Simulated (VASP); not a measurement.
The system is Li2WN2.

```xyz
5
Lattice="-1.8387 1.8387 4.3006 1.8387 -1.8387 4.3006 1.8387 1.8387 -4.3006" Properties=species:S:1:pos:R:3 pbc="T T T"
Li    0.0000    0.0000    3.2048
Li    0.0000    0.0000    5.3965
W     0.0000    0.0000    0.0000
N     0.0000    1.8387    2.1503
N     1.8387    0.0000    2.1503
```

The cell was generated, and may not be a known phase.

```yaml
Program: VASP 6.6.1
Task: relaxation of cell and atoms
Functional: PBE
Potentials_or_basis: VASP PAW PBE potentials, release 64 (Li_sv, W_sv, N)
Cutoff: 600 eV
k_mesh: 6 × 6 × 6
Occupations: gaussian, width 0.1 eV
Spin: collinear spin, zero start
Starting_moments: "[0.0, 0.0, 0.0, 0.0, 0.0] μB"
```

At the start: pressure -23.4 GPa; volume 11.63 Å³/atom.

Task: How do energy, volume and symmetry change on relaxing?

Result: Over 11 steps the energy falls by 808.8 meV/atom and the volume is 8.25 Å³/atom (-29.1 %); space group I4/mmm (No. 139, to 0.1 Å) before and after; moment 0.00 μB per cell.

Step by step:
```tsv
step	energy change (eV)	largest force (eV/Å)	pressure (GPa)	volume (Å³)
1	0.0000	1.6896	-23.40	58.16
2	-2.5775	1.3572	-7.48	44.82
3	-3.1329	0.8869	12.07	39.60
4	-3.1711	0.6067	21.65	37.99
5	-2.6856	3.7651	40.30	36.11
6	-3.7061	0.5756	25.34	37.28
7	-3.7098	0.7299	25.92	37.21
8	-3.9909	0.2417	-8.05	43.18
9	-4.0439	0.0226	-0.10	41.30
10	-4.0438	0.0099	-0.49	41.38
11	-4.0441	0.0280	0.04	41.26
```

Final structure:
```xyz
5
Lattice="-1.8205 1.8205 3.1123 1.8205 -1.8205 3.1123 1.8205 1.8205 -3.1123" Properties=species:S:1:pos:R:3 pbc="T T T"
Li    0.0000    0.0000    2.2086
Li    0.0000    0.0000    4.0160
W     0.0000    0.0000    0.0000
N     0.0000    1.8205    1.5562
N     1.8205    0.0000    1.5562
```

Caveat: the cutoff is under 1.25 times the usual one of these potentials, so pressure, stress and relaxed cells hold a basis-set (Pulay) error; the volume moved by over 15 % at a fixed basis, so the end points are rough.
